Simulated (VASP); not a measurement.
# K2S (Fm-3m) in VASP: notebook, part 2 of 2

VASP 6.6.1.

## Step 3: Single point, r2SCAN+D4

POSCAR reads:

```
K2S
1.0
    0.0000000000      3.7027186978      3.7027186978
    3.7027186978      0.0000000000      3.7027186978
    3.7027186978      3.7027186978      0.0000000000
K S
2 1
Direct
    0.2500000000      0.2500000000      0.2500000000
    0.7500000000      0.7500000000      0.7500000000
    0.0000000000      0.0000000000      0.0000000000
```

INCAR.step1 reads:

```
  PREC = Accurate
  ENCUT = 550
  ISMEAR = 0
  SIGMA = 0.01
  LREAL = F
  LASPH = T
  NELM = 120
  NBANDS = 19
  GGA = PE
  ALGO = Normal
  EDIFF = 1E-5
  LWAVE = T
  LCHARG = F
  GGA_COMPAT = F
```

INCAR.step2 reads:

```
  PREC = Accurate
  ENCUT = 550
  EDIFF = 1E-6
  ISMEAR = 0
  SIGMA = 0.01
  LREAL = F
  LASPH = T
  NELM = 120
  ALGO = Normal
  ISIF = 2
  LWAVE = F
  LCHARG = F
  METAGGA = R2SCAN
  LMIXTAU = T
  IVDW = 13
  VDW_S6 = 1.0
  VDW_S8 = 0.6018749
  VDW_A1 = 0.51559235
  VDW_A2 = 5.77342911
  NBANDS = 19
  ISTART = 1
  GGA_COMPAT = F
```

KPOINTS reads:

```
regular mesh
0
Gamma
  4 4 4
```

Potentials or basis: VASP PAW PBE potentials, release 64 (K_sv, S).

Run with:

```sh
> cat potpaw_PBE.64/K_sv/POTCAR potpaw_PBE.64/S/POTCAR > POTCAR
> cp INCAR.step1 INCAR
> mpirun -np 1 vasp_std > vasp.out
> cp INCAR.step2 INCAR
> mpirun -np 1 vasp_std > vasp.out
```

OUTCAR:

```text
PREC = Accurate
   ENCUT = 550
   EDIFF = 1E-6
   ISMEAR = 0
   LREAL = F
   LASPH = T
   NELM = 120
   ISIF = 2
   METAGGA = R2SCAN
   IVDW = 13
   ISTART = 1

 ion  position               nearest neighbor table
   1  0.250  0.250  0.250-   3 3.21   3 3.21   3 3.21   3 3.21   2 3.70   2 3.70   2 3.70   2 3.70
                             2 3.70   2 3.70
   2  0.750  0.750  0.750-   3 3.21   3 3.21   3 3.21   3 3.21   1 3.70   1 3.70   1 3.70   1 3.70
                             1 3.70   1 3.70
   3  0.000  0.000  0.000-   2 3.21   2 3.21   2 3.21   1 3.21   2 3.21   1 3.21   1 3.21   1 3.21

  LATTYP: Found a face centered cubic cell.
 ALAT       =     7.4054373956

  Lattice vectors:

 A1 = (   0.0000000000,   3.7027186978,   3.7027186978)
 A2 = (   3.7027186978,   0.0000000000,   3.7027186978)
 A3 = (   3.7027186978,   3.7027186978,   0.0000000000)

Analysis of symmetry for initial positions (statically):
=====================================================================
 Subroutine PRICEL returns:
 Original cell was already a primitive cell.

 Routine SETGRP: Setting up the symmetry group for a
 face centered cubic supercell.

 Subroutine GETGRP returns: Found 48 space group operations
 (whereof 48 operations were pure point group operations)
 out of a pool of 48 trial point group operations.

The static configuration has the point symmetry O_h .

Analysis of symmetry for dynamics (positions and initial velocities):
=====================================================================
 Subroutine PRICEL returns:
 Original cell was already a primitive cell.

 Routine SETGRP: Setting up the symmetry group for a
 face centered cubic supercell.

 Subroutine GETGRP returns: Found 48 space group operations
 (whereof 48 operations were pure point group operations)
 out of a pool of 48 trial point group operations.

The dynamic configuration has the point symmetry O_h .

 Subroutine INISYM returns: Found 48 space group operations
 (whereof 48 operations are pure point group operations),
 and found     1 'primitive' translations

----------------------------------------------------------------------------------------

                                     Primitive cell

  volume of cell :     101.5295

  direct lattice vectors                    reciprocal lattice vectors
     0.000000000  3.702718698  3.702718698    -0.135035913  0.135035913  0.135035913
     3.702718698  0.000000000  3.702718698     0.135035913 -0.135035913  0.135035913
     3.702718698  3.702718698  0.000000000     0.135035913  0.135035913 -0.135035913

  length of vectors
     5.236435000  5.236435000  5.236435000     0.233889062  0.233889062  0.233889062

  position of ions in fractional coordinates (direct lattice)
     0.250000000  0.250000000  0.250000000
     0.750000000  0.750000000  0.750000000
     0.000000000  0.000000000  0.000000000

  ion indices of the primitive-cell ions
   primitive index   ion index
                 1           1
                 2           2
                 3           3

----------------------------------------------------------------------------------------

 KPOINTS: regular mesh

Automatic generation of k-mesh.
 Grid dimensions read from file:
 generate k-points for:    4    4    4

 Generating k-lattice:

  Cartesian coordinates                     Fractional coordinates (reciprocal lattice)
    -0.033758978  0.033758978  0.033758978     0.250000000  0.000000000  0.000000000
     0.033758978 -0.033758978  0.033758978     0.000000000  0.250000000  0.000000000
     0.033758978  0.033758978 -0.033758978     0.000000000  0.000000000  0.250000000

  Length of vectors
     0.058472266  0.058472266  0.058472266

  Shift w.r.t. Gamma in fractional coordinates (k-lattice)
     0.000000000  0.000000000  0.000000000

 Subroutine IBZKPT returns following result:
 ===========================================

 Found      8 irreducible k-points:

 Following reciprocal coordinates:
            Coordinates               Weight
  0.000000  0.000000  0.000000      1.000000
  0.250000  0.000000  0.000000      8.000000
  0.500000  0.000000  0.000000      4.000000
  0.250000  0.250000  0.000000      6.000000
  0.500000  0.250000  0.000000     24.000000
 -0.250000  0.250000  0.000000     12.000000
  0.500000  0.500000  0.000000      3.000000
 -0.250000  0.500000  0.250000      6.000000
   k-points           NKPTS =      8   k-points in BZ     NKDIM =      8   number of bands    NBANDS=     19
   number of dos      NEDOS =    301   number of ions     NIONS =      3
   total plane-waves  NPLWV =  64000
   dimension x,y,z NGX =    40 NGY =   40 NGZ =   40
   dimension x,y,z NGXF=    80 NGYF=   80 NGZF=   80
   ions per type =               2   1
   NGX,Y,Z   is equivalent  to a cutoff of  12.70, 12.70, 12.70 a.u.
   NGXF,Y,Z  is equivalent  to a cutoff of  25.40, 25.40, 25.40 a.u.
 SYSTEM =  unknown system
   PREC   = accura    normal or accurate (medium, high low for compatibility)
   ISTART =      1    job   : 0-new  1-cont  2-samecut
   ICHARG =      0    charge: 1-file 2-atom 10-const
   ISPIN  =      1    spin polarized calculation?
   LNONCOLLINEAR =      F non collinear calculations
   LSORBIT =      F    spin-orbit coupling
   LASPH  =      T    aspherical Exc in radial PAW
   ENCUT  =  550.0 eV  40.42 Ry    6.36 a.u.  10.01 10.01 10.01*2*pi/ulx,y,z
   NELM   =    120;   NELMIN=  2; NELMDL=  0     # of ELM steps
   EDIFF  = 0.1E-05   stopping-criterion for ELM
   LREAL  =      F    real-space projection
[... 7 lines left out ...]
   TEBEG  =    0.0;   TEEND  =   0.0 temperature during run
   PSTRESS=    0.0 pullay stress
   NELECT =      24.0000    total number of electrons
   NUPDOWN=      -1.0000    fix difference up-down
   EMIN   =  10.00;   EMAX   =-10.00  energy-range for DOS
   EFERMI =   0.00;   METHOD = LEGACY
   ISMEAR =     0;   SIGMA  =   0.01  broadening in eV -4-tet -1-fermi 0-gaus
   EFERMI_NEDOS =   21; number of points for ismear=-14 and -15
   IALGO  =     38    algorithm
   IMIX   =      4    mixing-type and parameters
     AMIX     =   0.40;   BMIX     =  1.00
     AMIX_MAG =   1.60;   BMIX_MAG =  1.00
  volume/ion in A,a.u.               =      33.84       228.38
  Fermi-wavevector in a.u.,A,eV,Ry     =   1.012235  1.912846 13.940787  1.024619
  Thomas-Fermi vector in A             =   2.145332
   LORBIT       =      0    0 simple, 1 ext, 2 COOP (PROOUT), +10 PAW based schemes
   METAGGA = R2SCAN    functional components
   LHFCALC =     F    Hartree Fock is set to
   AEXX    =    0.0000 exact exchange contribution
   IVDW    =    13    specifies the selected vdW correction
   LEPSILON=     F    determine dielectric tensor
   LRPA    =     F    only Hartree local field effects (RPA)
 non-spin polarized calculation
 Gauss-broadening in eV      SIGMA  =   0.01
  energy-cutoff  :      550.00
  volume of cell :      101.53
 maximum number of plane-waves:      2996
   NGX = 21   NGY = 21   NGZ = 21

 number of electron      23.9999996 magnetization

 Free energy of the ion-electron system (eV)
  ---------------------------------------------------
  ext. energy  EPLUGINS =         0.00000000
  ---------------------------------------------------
  free energy    TOTEN  =       -23.81344662 eV

  energy without entropy =      -23.81344662  energy(sigma->0) =      -23.81344662

 E-fermi :  -0.5292     XC(G=0):  -7.7099

 val. band max:       -0.6089048082   @ k =   0.5000   0.5000   0.0000
 cond. band min:       2.1492925730   @ k =   0.0000   0.0000   0.0000
 fundamental gap:      2.7581973812
 Fermi energy:        -0.5292237831

 k-point     1 :       0.0000    0.0000    0.0000
  band No.  band energies     occupation
      1     -31.0669      2.00000
      2     -30.9870      2.00000
      3     -13.8858      2.00000
      4     -13.8858      2.00000
      5     -13.8858      2.00000
      6     -13.6549      2.00000
[... 11 lines left out ...]
     18       7.3900      0.00000
     19       8.4769      0.00000
[... 133 lines left out ...]
 k-point     8 :      -0.2500    0.5000    0.2500
  band No.  band energies     occupation
      1     -31.0255      2.00000
      2     -31.0255      2.00000
      3     -14.0705      2.00000
      4     -13.9732      2.00000
      5     -13.7861      2.00000
      6     -13.7861      2.00000
[... 11 lines left out ...]
     18       7.2686      0.00000
     19       7.9315      0.00000

------------------------ aborting loop because EDIFF is reached ----------------------------------------

  DFT-D4 for vdW energy calculation

  Edisp (eV):   -0.10981

  FORCE on cell =-STRESS in cart. coord.  units (eV):
  Direction    XX          YY          ZZ          XY          YZ          ZX
  --------------------------------------------------------------------------------------
  -------------------------------------------------------------------------------------
  Total      -0.10552    -0.10552    -0.10552    -0.00000    -0.00000     0.00000
  in kB      -1.66519    -1.66519    -1.66519    -0.00000    -0.00000     0.00000
  external pressure =       -1.67 kB  Pullay stress =        0.00 kB

 VOLUME and BASIS-vectors are now :
 -----------------------------------------------------------------------------
  energy-cutoff  :      550.00
  volume of cell :      101.53
      direct lattice vectors                 reciprocal lattice vectors
     0.000000000  3.702718698  3.702718698    -0.135035913  0.135035913  0.135035913
     3.702718698  0.000000000  3.702718698     0.135035913 -0.135035913  0.135035913
     3.702718698  3.702718698  0.000000000     0.135035913  0.135035913 -0.135035913

 POSITION                                       TOTAL-FORCE (eV/Angst)
 -----------------------------------------------------------------------------------
      1.85136      1.85136      1.85136         0.000000      0.000000      0.000000
      5.55408      5.55408      5.55408        -0.000000     -0.000000     -0.000000
      0.00000      0.00000      0.00000         0.000000      0.000000      0.000000
 -----------------------------------------------------------------------------------
    total drift:                               -0.000000     -0.000000      0.000000

  FREE ENERGIE OF THE ION-ELECTRON SYSTEM (eV)
  ---------------------------------------------------
  free  energy   TOTEN  =       -23.9232518232 eV

  energy  without entropy=      -23.9232518232  energy(sigma->0) =      -23.92325182
```

Run time: 55 s. Hardware: 1 thread of Intel Xeon 6975P-C (Granite Rapids), shared host; peak memory 0.25 GiB.

Results:

```
Free energy                : -23.9233 eV
Pressure                   : -0.2 GPa
Band gap on the k mesh     : 2.76 eV (least direct gap 2.95 eV)
Dispersion energy per atom : -0.037 eV
```

Caveat: the PAW data sets were made with another functional, which shifts forces and pressure a little.

## Step 4: Single point, r2SCAN

POSCAR is that of step 3.

INCAR.step1 reads:

```
ALGO = Normal ; EDIFF = 1E-5
ENCUT = 550 ; GGA = PE
GGA_COMPAT = F ; ISMEAR = 0
LASPH = T ; LCHARG = F
LREAL = F ; LWAVE = T
NBANDS = 19 ; NELM = 120
PREC = Accurate ; SIGMA = 0.01
```

INCAR.step2 reads:

```
ALGO = Normal ; EDIFF = 1E-6
ENCUT = 550 ; GGA_COMPAT = F
ISIF = 2 ; ISMEAR = 0
ISTART = 1 ; LASPH = T
LCHARG = F ; LMIXTAU = T
LREAL = F ; LWAVE = F
METAGGA = R2SCAN ; NBANDS = 19
NELM = 120 ; PREC = Accurate
SIGMA = 0.01
```

KPOINTS reads:

```
k-points
0
Gamma
  4 4 4
```

Run with:

```sh
> cat potpaw_PBE.64/K_sv/POTCAR potpaw_PBE.64/S/POTCAR > POTCAR
> cp INCAR.step1 INCAR
> mpirun -np 1 vasp_std > vasp.out
> cp INCAR.step2 INCAR
> mpirun -np 1 vasp_std > vasp.out
```

Run time: 56 s. Hardware: 1 thread of Intel Xeon 6975P-C (Granite Rapids), shared host; peak memory 0.25 GiB.

Results (log left out):

| Property | Result |
| --- | --- |
| Free energy | -23.8134 eV |
| Pressure | 0.0 GPa |
| Band gap on the k mesh | 2.76 eV (least direct gap 2.95 eV) |

Levels at points of the mesh, in eV from the valence-band top:
```
           k point  band 10  band 11  band 12  band 13  band 14  band 15
(0.00, 0.00, 0.00)    -0.19    -0.19    -0.19     2.76     5.95     5.95
(0.50, 0.00, 0.00)    -0.60    -0.06    -0.06     4.95     5.61     6.26
(0.50, 0.50, 0.00)    -0.71     0.00     0.00     3.71     5.90     7.18
```

Caveat: the PAW data sets were made with another functional, which shifts forces and pressure a little.

## Step 5: Single point, r2SCAN

POSCAR is that of step 4.

INCAR.step1 reads:

```
SYSTEM = K2S
  ALGO = Normal
  EDIFF = 1E-5
  ENCUT = 550
  GGA = PE
  GGA_COMPAT = .FALSE.
  ISMEAR = 1
  LASPH = .TRUE.
  LCHARG = .FALSE.
  LREAL = .FALSE.
  LWAVE = .TRUE.
  NBANDS = 19
  NELM = 120
  PREC = Accurate
  SIGMA = 0.001
```

INCAR.step2 reads:

```
SYSTEM = K2S
  ALGO = Normal
  EDIFF = 1E-6
  ENCUT = 550
  GGA_COMPAT = .FALSE.
  ISIF = 2
  ISMEAR = 1
  ISTART = 1
  LASPH = .TRUE.
  LCHARG = .FALSE.
  LMIXTAU = .TRUE.
  LREAL = .FALSE.
  LWAVE = .FALSE.
  METAGGA = R2SCAN
  NBANDS = 19
  NELM = 120
  PREC = Accurate
  SIGMA = 0.001
```

KPOINTS reads:

```
k-points
0
G
  4 4 4
  0 0 0
```

Potentials or basis: VASP PAW PBE potentials, release 64 (K_sv, S).

Run with:

```sh
> cat potpaw_PBE.64/K_sv/POTCAR potpaw_PBE.64/S/POTCAR > POTCAR
> cp INCAR.step1 INCAR
> mpirun -np 1 vasp_std > vasp.out
> cp INCAR.step2 INCAR
> mpirun -np 1 vasp_std > vasp.out
```

OUTCAR:

```text
SYSTEM = K2S
   EDIFF = 1E-6
   ENCUT = 550
   ISIF = 2
   ISMEAR = 1
   ISTART = 1
   LASPH = .TRUE.
   LREAL = .FALSE.
   METAGGA = R2SCAN
   NELM = 120
   PREC = Accurate

 ion  position               nearest neighbor table
   1  0.250  0.250  0.250-   3 3.21   3 3.21   3 3.21   3 3.21   2 3.70   2 3.70   2 3.70   2 3.70
                             2 3.70   2 3.70
   2  0.750  0.750  0.750-   3 3.21   3 3.21   3 3.21   3 3.21   1 3.70   1 3.70   1 3.70   1 3.70
                             1 3.70   1 3.70
   3  0.000  0.000  0.000-   2 3.21   2 3.21   2 3.21   1 3.21   2 3.21   1 3.21   1 3.21   1 3.21

[... 354 lines left out ...]
  Direction    XX          YY          ZZ          XY          YZ          ZX
  --------------------------------------------------------------------------------------
  -------------------------------------------------------------------------------------
  Total        0.0193501      0.0193501      0.0193501      0.0000000      0.0000000     -0.0000000
  in kB        0.3053524      0.3053524      0.3053524      0.0000000      0.0000000     -0.0000000
  external PRESSURE =       0.3053524 kB  Pullay stress =       0.0000000 kB

 VOLUME and BASIS-vectors are now :
 -----------------------------------------------------------------------------
  energy-cutoff  :      550.00
  volume of cell :      101.53
      direct lattice vectors                 reciprocal lattice vectors
     0.000000000  3.702718698  3.702718698    -0.135035913  0.135035913  0.135035913
     3.702718698  0.000000000  3.702718698     0.135035913 -0.135035913  0.135035913
     3.702718698  3.702718698  0.000000000     0.135035913  0.135035913 -0.135035913

 POSITION                                       TOTAL-FORCE (eV/Angst)
 -----------------------------------------------------------------------------------
      1.85136      1.85136      1.85136        -0.000000     -0.000000      0.000000
      5.55408      5.55408      5.55408         0.000000      0.000000      0.000000
      0.00000      0.00000      0.00000        -0.000000     -0.000000     -0.000000
 -----------------------------------------------------------------------------------
    total drift:                               -0.000000     -0.000000      0.000000

  FREE ENERGIE OF THE ION-ELECTRON SYSTEM (eV)
  ---------------------------------------------------
  free  energy   TOTEN  =       -23.8134466161 eV

  energy  without entropy=      -23.8134466161  energy(sigma->0) =      -23.81344662
```

OUTCAR.step1:

```text
SYSTEM = K2S
   EDIFF = 1E-5
   ENCUT = 550
   GGA = PE
   ISMEAR = 1
   LASPH = .TRUE.
   LREAL = .FALSE.
   NELM = 120
[... 381 lines left out ...]
      1.85136      1.85136      1.85136         0.000000      0.000000      0.000000
      5.55408      5.55408      5.55408        -0.000000     -0.000000     -0.000000
      0.00000      0.00000      0.00000         0.000000      0.000000      0.000000
 -----------------------------------------------------------------------------------
    total drift:                               -0.000000     -0.000000      0.000000

  FREE ENERGIE OF THE ION-ELECTRON SYSTEM (eV)
  ---------------------------------------------------
  free  energy   TOTEN  =        -9.4165656243 eV

  energy  without entropy=       -9.4165656243  energy(sigma->0) =       -9.41656562
```

OSZICAR.step1:

```text
N       E                     dE             d eps       ncg     rms          rms(c)
DAV:   1     0.159345385437E+03    0.15935E+03   -0.11246E+04   304   0.114E+03
DAV:   2     0.121466390131E+01   -0.15813E+03   -0.15186E+03   360   0.313E+02
DAV:   3    -0.105802328993E+02   -0.11795E+02   -0.11761E+02   538   0.635E+01
DAV:   4    -0.108462470707E+02   -0.26601E+00   -0.26588E+00   440   0.937E+00
DAV:   5    -0.108605486137E+02   -0.14302E-01   -0.14301E-01   482   0.133E+00    0.526E+00
DAV:   6    -0.948176596509E+01    0.13788E+01   -0.37200E+00   404   0.731E+00    0.478E+00
DAV:   7    -0.939927529136E+01    0.82491E-01   -0.98843E-01   408   0.316E+00    0.349E+00
DAV:   8    -0.942831605616E+01   -0.29041E-01   -0.28010E-01   337   0.203E+00    0.107E+00
DAV:   9    -0.941075311689E+01    0.17563E-01   -0.96590E-02   343   0.897E-01    0.568E-01
DAV:  10    -0.941699934754E+01   -0.62462E-02   -0.11658E-02   334   0.404E-01    0.170E-01
DAV:  11    -0.941627711710E+01    0.72223E-03   -0.63294E-03   346   0.247E-01    0.113E-01
DAV:  12    -0.941657793750E+01   -0.30082E-03   -0.23545E-03   345   0.140E-01    0.114E-01
DAV:  13    -0.941656275404E+01    0.15183E-04   -0.93842E-04   345   0.973E-02    0.255E-02
DAV:  14    -0.941656562431E+01   -0.28703E-05   -0.31580E-05   285   0.269E-02
   1 F= -.94165656E+01 E0= -.94165656E+01  d E =0.111742E-21
```

It took 51 s on 1 thread of Intel Xeon 6975P-C (Granite Rapids), shared host; peak memory 0.26 GiB.

Results:

| Item | Value |
| --- | --- |
| Free energy | -23.8134 eV |
| Pressure | 0.0 GPa |
| Band gap on the k mesh | 2.76 eV (least direct gap 2.95 eV) |

Caveat: the PAW data sets were made with another functional, which shifts forces and pressure a little. A k mesh can miss the band edges.

## Step 6: Overview

| level | smearing | gap on the mesh (eV) | pressure (GPa) |
| --- | --- | --- | --- |
| r2SCAN | fermi-dirac 0.05 eV | 2.76 | 0.0 |
| r2SCAN+D4 | gaussian 0.01 eV | 2.76 | -0.2 |
| r2SCAN | gaussian 0.01 eV | 2.76 | 0.0 |
| r2SCAN | methfessel-paxton 0.001 eV | 2.76 | 0.0 |

Alike in all rows: task single point; potentials or basis VASP PAW PBE potentials, release 64 (K_sv, S); no spin polarisation; cell as given; k mesh 4 × 4 × 4; cutoff (eV) 550.

Caveats: the PAW data sets were made with another functional, which shifts forces and pressure a little.

Absolute energies hang on the potentials; compare differences alone.
